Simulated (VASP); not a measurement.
# AlAs (F-43m) in VASP: a series of runs, part 2 of 2

VASP 6.6.1. Earlier steps stand in the parts before.

### Step 3. Single point, PBEsol (22.45 Å³/atom)

This run uses another cell than the first one, of 22.45 Å³/atom.

INCAR reads:

```
PREC = Accurate
ENCUT = 500
EDIFF = 1E-6
ISMEAR = -1
SIGMA = 0.05
LREAL = F
LASPH = T
NELM = 120
ALGO = Normal
ISIF = 2
LWAVE = F
LCHARG = F
GGA = PS
NBANDS = 11
GGA_COMPAT = F
```

KPOINTS reads:

```
Automatic mesh
0
Gamma
  10 10 10
```

POSCAR reads:

```
AlAs
1.0
    0.0000000000      2.8209337086      2.8209337086
    2.8209337086      0.0000000000      2.8209337086
    2.8209337086      2.8209337086      0.0000000000
Al As
1 1
Direct
    0.0000000000      0.0000000000      0.0000000000
    0.7500000000      0.7500000000      0.7500000000
```

Potentials or basis: VASP PAW PBE potentials, release 64 (Al, As).

Started as:

```
cat potpaw_PBE.64/Al/POTCAR potpaw_PBE.64/As/POTCAR > POTCAR
mpirun -np 1 vasp_std > vasp.out
```

OUTCAR:

```text
PREC = Accurate
   ENCUT = 500
   EDIFF = 1E-6
   ISMEAR = -1
   LREAL = F
   LASPH = T
   NELM = 120
   ISIF = 2
   GGA = PS

 ion  position               nearest neighbor table
   1  0.000  0.000  0.000-   2 2.44   2 2.44   2 2.44   2 2.44
   2  0.750  0.750  0.750-   1 2.44   1 2.44   1 2.44   1 2.44

  LATTYP: Found a face centered cubic cell.
 ALAT       =     5.6418674172

  Lattice vectors:

 A1 = (   0.0000000000,   2.8209337086,   2.8209337086)
 A2 = (   2.8209337086,   0.0000000000,   2.8209337086)
 A3 = (   2.8209337086,   2.8209337086,   0.0000000000)

Analysis of symmetry for initial positions (statically):
=====================================================================
 Subroutine PRICEL returns:
 Original cell was already a primitive cell.

 Routine SETGRP: Setting up the symmetry group for a
 face centered cubic supercell.

 Subroutine GETGRP returns: Found 24 space group operations
 (whereof 24 operations were pure point group operations)
 out of a pool of 48 trial point group operations.

The static configuration has the point symmetry T_d .

[... 168 lines left out ...]
  band No.  band energies     occupation
      1      -8.0571      2.00000
      2       3.8868      2.00000
      3       3.8868      2.00000
      4       3.8868      2.00000
      5       5.9458      0.00000
      6       8.1677      0.00000
      7       8.1677      0.00000
      8       8.1677      0.00000
      9      12.6541      0.00000
     10      12.8978      0.00000
     11      12.8978      0.00000
[... 309 lines left out ...]
 k-point    24 :       0.4000    0.3000    0.0000
  band No.  band energies     occupation
      1      -6.6081      2.00000
      2      -0.6896      2.00000
      3       1.7207      2.00000
      4       2.0489      2.00000
      5       5.9643      0.00000
      6       7.0811      0.00000
      7      11.4641      0.00000
      8      11.8968      0.00000
      9      14.0243      0.00000
     10      15.3760      0.00000
     11      16.8879      0.00000

 [... further k-points ...]

------------------------ aborting loop because EDIFF is reached ----------------------------------------

  FORCE on cell =-STRESS in cart. coord.  units (eV):
  Direction    XX          YY          ZZ          XY          YZ          ZX
  --------------------------------------------------------------------------------------
  -------------------------------------------------------------------------------------
  Total        0.4473129      0.4473129      0.4473129      0.0000000      0.0000000      0.0000000
  in kB       15.9629581     15.9629581     15.9629581      0.0000000      0.0000000      0.0000000
  external PRESSURE =      15.9629581 kB  Pullay stress =       0.0000000 kB

 VOLUME and BASIS-vectors are now :
 -----------------------------------------------------------------------------
  energy-cutoff  :      500.00
  volume of cell :       44.90
      direct lattice vectors                 reciprocal lattice vectors
     0.000000000  2.820933709  2.820933709    -0.177246278  0.177246278  0.177246278
     2.820933709  0.000000000  2.820933709     0.177246278 -0.177246278  0.177246278
     2.820933709  2.820933709  0.000000000     0.177246278  0.177246278 -0.177246278

 POSITION                                       TOTAL-FORCE (eV/Angst)
 -----------------------------------------------------------------------------------
      0.00000      0.00000      0.00000         0.000000      0.000000      0.000000
      4.23140      4.23140      4.23140        -0.000000     -0.000000     -0.000000
 -----------------------------------------------------------------------------------
    total drift:                               -0.000000     -0.000000     -0.000000

  FREE ENERGIE OF THE ION-ELECTRON SYSTEM (eV)
  ---------------------------------------------------
  free  energy   TOTEN  =       -10.0616242263 eV

  energy  without entropy=      -10.0616241966  energy(sigma->0) =      -10.06162421
```

Wall time 9.4 s (1 thread of Intel Xeon 6975P-C (Granite Rapids), shared host); peak memory 0.17 GiB.

What came out:

```yaml
Free_energy: -10.0616 eV
Pressure: 1.6 GPa
Band_gap_on_the_k_mesh: 1.30 eV (least direct gap 2.06 eV)
```

Levels at points of the mesh, in eV from the valence-band top:
```csv
k point,band 1,band 2,band 3,band 4,band 5,band 6,band 7,band 8
"(0.00, 0.00, 0.00)",-11.94,0.00,0.00,0.00,2.06,4.28,4.28,4.28
"(0.50, 0.00, 0.00)",-10.49,-5.65,-0.83,-0.83,2.12,4.64,4.64,7.60
"(0.50, 0.50, 0.00)",-9.93,-5.48,-2.21,-2.21,1.30,2.22,10.36,10.36
```

Caveat: the PAW data sets were made with another functional, which shifts forces and pressure a little. A k mesh can miss the band edges.

### Step 4. Single point, PBEsol (23.13 Å³/atom)

This run uses another cell than the first one, of 23.13 Å³/atom.

INCAR: that of step 3 with these lines changed.

```diff
@@ -11,4 +11,6 @@
 LWAVE = F
-LCHARG = F
+LCHARG = T
 GGA = PS
+LELF = T
+LVHAR = T
 NBANDS = 11
```

KPOINTS reads:

```
regular mesh
0
Gamma
  10 10 10
```

POSCAR reads:

```
AlAs
1.0
    0.0000000000      2.8491449171      2.8491449171
    2.8491449171      0.0000000000      2.8491449171
    2.8491449171      2.8491449171      0.0000000000
Al As
1 1
Direct
    0.0000000000      0.0000000000      0.0000000000
    0.7500000000      0.7500000000      0.7500000000
```

Started as:

```
cat potpaw_PBE.64/Al/POTCAR potpaw_PBE.64/As/POTCAR > POTCAR
mpirun -np 1 vasp_std > vasp.out
```

It took 9.7 s on 1 thread of Intel Xeon 6975P-C (Granite Rapids), shared host; peak memory 0.17 GiB.

It converged, with:

| Item | Value |
| --- | --- |
| Free energy | -10.0656 eV |
| Pressure | -0.6 GPa |
| Band gap on the k mesh | 1.35 eV (least direct gap 1.83 eV) |

Levels at points of the mesh, in eV from the valence-band top:
```tsv
k point	band 1	band 2	band 3	band 4	band 5	band 6	band 7	band 8	band 9
(0.00, 0.00, 0.00)	-11.78	0.00	0.00	0.00	1.83	4.23	4.23	4.23	8.60
(0.50, 0.00, 0.00)	-10.40	-5.51	-0.81	-0.81	2.01	4.62	4.62	7.54	10.90
(0.50, 0.50, 0.00)	-9.86	-5.37	-2.14	-2.14	1.35	2.22	10.13	10.13	11.45
```

Caveat: the PAW data sets were made with another functional, which shifts forces and pressure a little. A k mesh can miss the band edges.

### Step 5. Single point, PBEsol (24.04 Å³/atom)

This run uses another cell than the first one, of 24.04 Å³/atom.

INCAR reads:

```
SYSTEM = AlAs
PREC     = Accurate       ! precision mode
ENCUT    = 500            ! plane-wave cutoff, eV
EDIFF    = 1E-6           ! SCF threshold, eV
ISMEAR   = -1             ! smearing method
SIGMA    = 0.05           ! smearing width, eV
LREAL    = .False.        ! projectors in reciprocal space
LASPH    = .True.         ! aspherical terms in the spheres
NELM     = 120            ! most SCF steps
ALGO     = Normal         ! electronic algorithm
ISIF     = 2              ! what is computed and relaxed
LWAVE    = .False.        ! write WAVECAR
LCHARG   = .True.         ! write CHGCAR
GGA      = PS             ! functional
LELF     = .True.         ! ELF
LVHAR    = .True.       
NBANDS   = 11             ! bands
GGA_COMPAT= .False.
```

KPOINTS reads:

```
Automatic mesh
0
Gamma
  10 10 10
  0 0 0
```

POSCAR reads:

```
AlAs
1.0
    0.0000000000      2.8859121326      2.8859121326
    2.8859121326      0.0000000000      2.8859121326
    2.8859121326      2.8859121326      0.0000000000
Al As
1 1
Direct
    0.0000000000      0.0000000000      0.0000000000
    0.7500000000      0.7500000000      0.7500000000
```

Started as:

```
cat potpaw_PBE.64/Al/POTCAR potpaw_PBE.64/As/POTCAR > POTCAR
mpirun -np 1 vasp_std > vasp.out
```

It took 10 s on 1 thread of Intel Xeon 6975P-C (Granite Rapids), shared host; peak memory 0.17 GiB.

The run converged. Its results:

```yaml
Free_energy: -10.0442 eV
Pressure: -3.1 GPa
Band_gap_on_the_k_mesh: 1.42 eV (least direct gap 1.53 eV)
```

Levels at points of the mesh, in eV from the valence-band top:
```csv
k point,band 2,band 3,band 4,band 5,band 6,band 7
"(0.00, 0.00, 0.00)",0.00,0.00,0.00,1.53,4.17,4.17
"(0.50, 0.00, 0.00)",-5.35,-0.79,-0.79,1.87,4.59,4.59
"(0.50, 0.50, 0.00)",-5.24,-2.06,-2.06,1.42,2.21,9.84
```

Caveat: the cell stands under tension; the PAW data sets were made with another functional, which shifts forces and pressure a little.

### Step 6. Overview

```csv
cell,gap on the mesh (eV),pressure (GPa)
"a = 3.949 Å, angles 60.0°, 2 atoms",1.25,4.2
"a = 3.989 Å, angles 60.0°, 2 atoms",1.30,1.6
"a = 4.029 Å, angles 60.0°, 2 atoms",1.35,-0.6
"a = 4.081 Å, angles 60.0°, 2 atoms",1.42,-3.1
```

Alike in all rows: task single point; level PBEsol; potentials or basis VASP PAW PBE potentials, release 64 (Al, As); no spin polarisation; k mesh 10 × 10 × 10; cutoff (eV) 500; smearing fermi-dirac 0.05 eV.

Caveats: the PAW data sets were made with another functional, which shifts forces and pressure a little; the cell stands under pressure (at least some runs); the cell stands under tension (at least some runs).

Absolute energies hang on the potentials; compare differences alone.
